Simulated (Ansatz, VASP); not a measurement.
# BN in VASP and in Ansatz

The input POSCAR:

```
BN
1.0
    0.0000000000      3.2928569245      2.1632761898
    1.2509583898      0.0000000000      2.1632761898
    1.2509583898      3.2928569245      0.0000000000
B N
1 1
Direct
    0.0001138439      0.0001138439      0.9998861561
    0.6665861461      0.6665861461      0.3334138539
```

INCAR.step1

```
SYSTEM = BN
PREC     = Accurate       ! precision mode
ENCUT    = 520            ! plane-wave cutoff, eV
EDIFF    = 1E-5           ! SCF threshold, eV
ISMEAR   = 0              ! smearing method
SIGMA    = 0.01           ! smearing width, eV
LREAL    = .FALSE.        ! projectors in reciprocal space
LASPH    = .TRUE.         ! aspherical terms in the spheres
NELM     = 60             ! most SCF steps
ALGO     = Normal         ! electronic algorithm
ISIF     = 2              ! what is computed and relaxed
LWAVE    = .TRUE.         ! write WAVECAR
LCHARG   = .FALSE.        ! write CHGCAR
GGA      = PE             ! functional
NBANDS   = 11             ! bands
```

File INCAR.step2:

```
SYSTEM = BN
PREC     = Accurate       ! precision mode
ENCUT    = 520            ! plane-wave cutoff, eV
EDIFF    = 1E-6           ! SCF threshold, eV
ISMEAR   = 0              ! smearing method
SIGMA    = 0.01           ! smearing width, eV
LREAL    = .FALSE.        ! projectors in reciprocal space
LASPH    = .TRUE.         ! aspherical terms in the spheres
NELM     = 60             ! most SCF steps
ALGO     = Normal         ! electronic algorithm
ISIF     = 2              ! what is computed and relaxed
LWAVE    = .FALSE.        ! write WAVECAR
LCHARG   = .FALSE.        ! write CHGCAR
GGA      = PE             ! functional
LHFCALC  = .TRUE.         ! exact exchange
HFSCREEN = 0.2079         ! screening, 1/A
PRECFOCK = Normal       
ISTART   = 1            
NBANDS   = 11             ! bands
```

KPOINTS

```
Automatic mesh
0
G
  8 8 8
  0 0 0
```

Input for Ansatz:

```yaml
crystal:
  lattice:
    - [0.0, 3.2928569245, 2.1632761898]
    - [1.2509583898, 0.0, 2.1632761898]
    - [1.2509583898, 3.2928569245, 0.0]
  atoms:
    - { symbol: B, position: [0.0001138439, 0.0001138439, 0.9998861561] }
    - { symbol: "N", position: [0.6665861461, 0.6665861461, 0.3334138539] }
kpoints:
  mp_grid: { grid: [8, 8, 8] }
  band_path:
    path:
      - [0.0, 0.0, 0.0]
      - [0.5, 0.0, 0.5]
      - [1.0, 0.5, 0.5]
      - [0.5, 0.5, 0.0]
      - [0.0, 0.3696802579, 0.3696802579]
      - [1.0, 0.6303197421, 0.6303197421]
      - [0.5, 0.297518017, 0.797518017]
      - [0.5, 0.702481983, 0.202481983]
      - [0.5, 0.5, 0.5]
      - [0.0, 0.3327122321, 0.3327122321]
      - [0.5, 0.364583, -0.135417]
    npoints: 1
hamiltonian:
  xc: hse06
scf:
  occupations: { method: fixed }
  n_extra_bands: 4
output:
  forces: true
  stress: true
  eigenvalues: true
```

Alike in both runs: task single point; functional HSE06; k mesh 8 × 8 × 8; no spin polarisation.

|  | VASP | Ansatz |
| --- | --- | --- |
| version | VASP 6.6.1 | Ansatz 0.2.0 |
| potentials or method | VASP PAW PBE potentials, release 64 (B, N) | plane waves, PAW |
| plane-wave cutoff (eV) | 520 | 420 |
| occupations | gaussian, width 0.01 eV | fixed |
| valence electrons in the cell | 8 | 8 |

```tsv
	VASP	Ansatz	Ansatz less VASP
gap on the k mesh at the Fermi level (eV)	4.68	4.69	+0.009
pressure (GPa)	-0.2	-0.4	-0.22
traceless stress, the component that is largest in VASP (GPa)	3.14	3.53	+0.392
```

Ansatz's warnings: stress exchange threshold loose, stress scf threshold loose.
